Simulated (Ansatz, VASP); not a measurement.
TaN: VASP beside Ansatz

File INCAR:

```
PREC = Accurate ; ENCUT = 520
EDIFF = 1E-7 ; ISMEAR = 1
SIGMA = 0.1 ; LREAL = F
LASPH = T ; NELM = 60
ALGO = Normal ; ISIF = 2
LWAVE = F ; LCHARG = T
LELF = T ; LVHAR = T
NBANDS = 33
```

File KPOINTS:

```
regular mesh
0
Gamma
  5 5 8
```

The input POSCAR:

```
TaN
1.0
    5.1079151867      0.0000000000      0.0000000000
   -2.5539575933      4.4235843139      0.0000000000
    0.0000000000      0.0000000000      2.8616514835
Ta N
3 3
Direct
    0.3333333333      0.6666666667      0.5000000000
    0.6666666667      0.3333333333      0.5000000000
    0.0000000000      0.0000000000      0.0000000000
    0.3928500000      0.0000000000      0.0000000000
    0.6071500000      0.6071500000      0.0000000000
    0.0000000000      0.3928500000      0.0000000000
```

Input for Ansatz:

```yaml
crystal:
  lattice:
    - [5.107915186666138, 0.0, 0.0]
    - [-2.553957593333069, 4.4235843139324444, 0.0]
    - [0.0, 0.0, 2.8616514835229268]
  atoms:
    - { symbol: Ta, position: [0.3333333333333333, 0.6666666666666666, 0.5] }
    - { symbol: Ta, position: [0.6666666666666666, 0.3333333333333333, 0.5] }
    - { symbol: Ta, position: [0.0, 0.0, 0.0] }
    - { symbol: "N", position: [0.39285, 0.0, 0.0] }
    - { symbol: "N", position: [0.60715, 0.60715, 0.0] }
    - { symbol: "N", position: [0.0, 0.39285, 0.0] }
basis:
  ecutwfc: 510.0
kpoints:
  mp_grid:
    grid: [5, 5, 8]
hamiltonian:
  xc: lda
  pseudopotentials:
    kind: paw
scf:
  occupations:
    method: methfessel_paxton
    width: 0.1
output:
  stress: true
```

Alike in both runs: task single point; functional LDA; k mesh 5 × 5 × 8; occupations methfessel-paxton of order 1, width 0.1 eV; no spin polarisation.

```csv
,VASP,Ansatz
version,VASP 6.6.1,Ansatz 0.2.0
potentials or method,"VASP PAW LDA potentials, release 64 (Ta_pv, N), cutoff 520 eV","plane waves, PAW"
valence electrons in the cell,48,54
```

VASP gave:

- pressure (GPa): 9.8
- traceless stress, the component that is largest in VASP (GPa): -1.38

**Question.** Which values does Ansatz return?

**Answer.** Pressure (GPa): 7.7; traceless stress, the component that is largest in VASP (GPa): -1.33.

LDA's correlation is that of Perdew and Zunger in VASP and of Perdew and Wang (1992) in Ansatz. VASP's potentials hold 48 valence electrons a cell and Ansatz's 54, so a difference there can come from the potentials and not from the codes.

Neither program's run includes spin-orbit coupling.
